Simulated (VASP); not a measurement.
Wanted: the native input for a VASP 6.6.1 run.

- Task: single point
- Functional: PBEsol
- Potentials or basis: VASP PAW PBE potentials, release 64 (Ni_sv_GW, Si)
- Cutoff: 690 eV
- k mesh: 9 × 8 × 6
- Occupations: fermi-dirac, width 0.05 eV
- Spin: collinear spin, ferromagnetic start
- Starting moments: [1.0, 1.0, 0.0, 0.0] μB
- Hubbard terms: Ni d U = 8.0 eV
- Dipole correction: no
- Further INCAR settings: ALGO = Normal; EDIFF = 1e-06; NBANDS = 34

The structure of SiNi lies in POSCAR:

```
SiNi
1.0
    2.9207329203      0.0000000000      0.0000000000
    0.0000000000      3.2933994120      0.0000000000
    0.0000000000      0.0000000000      4.6725881606
Ni Si
2 2
Direct
    0.5000000000      0.5000000000      0.3437080169
    0.0000000000      0.0000000000      0.6562919831
    0.5000000000      0.5000000000      0.8406306625
    0.0000000000      0.0000000000      0.1593693375
```

One way to write it, as run:

INCAR

```
PREC = Accurate
ENCUT = 690
EDIFF = 1E-6
ISMEAR = -1
SIGMA = 0.05
LREAL = F
LASPH = T
NELM = 200
ALGO = Normal
ISIF = 2
LWAVE = F
LCHARG = F
ISPIN = 2
MAGMOM = 1 1 0 0
LORBIT = 11
LMAXMIX = 4
LDAU = T
LDAUTYPE = 2
LDAUL = 2 -1
LDAUU = 8 0
LDAUJ = 0 0
LDAUPRINT = 1
GGA = PS
NBANDS = 34
GGA_COMPAT = F
```

KPOINTS

```
Automatic mesh
0
Gamma
  9 8 6
```

Potentials or basis: VASP PAW PBE potentials, release 64 (Ni_sv_GW, Si).

Launch:

```sh
$ cat potpaw_PBE.64/Ni_sv_GW/POTCAR potpaw_PBE.64/Si/POTCAR > POTCAR
$ mpirun -np 1 vasp_std > vasp.out
```

Results of the run:

- Pressure: -3.0 GPa
- Largest force: 0.070 eV/Å
- Band gap on the k mesh: zero (filled and empty bands overlap)
- Net moment: 0.00 μB per cell
- Valence electrons inside the program's atomic spheres: Ni 16.64; Si 1.61

Caveat: the moments typed at the start vanished in this run; the PAW data sets were made with another functional, which shifts forces and pressure a little; the U is typed as a test and isn't derived for this compound.

It took 4.6 min on 1 thread of AMD EPYC 9R45 96-Core Processor (Zen 5), with other jobs on the host, peak memory 0.44 GiB.
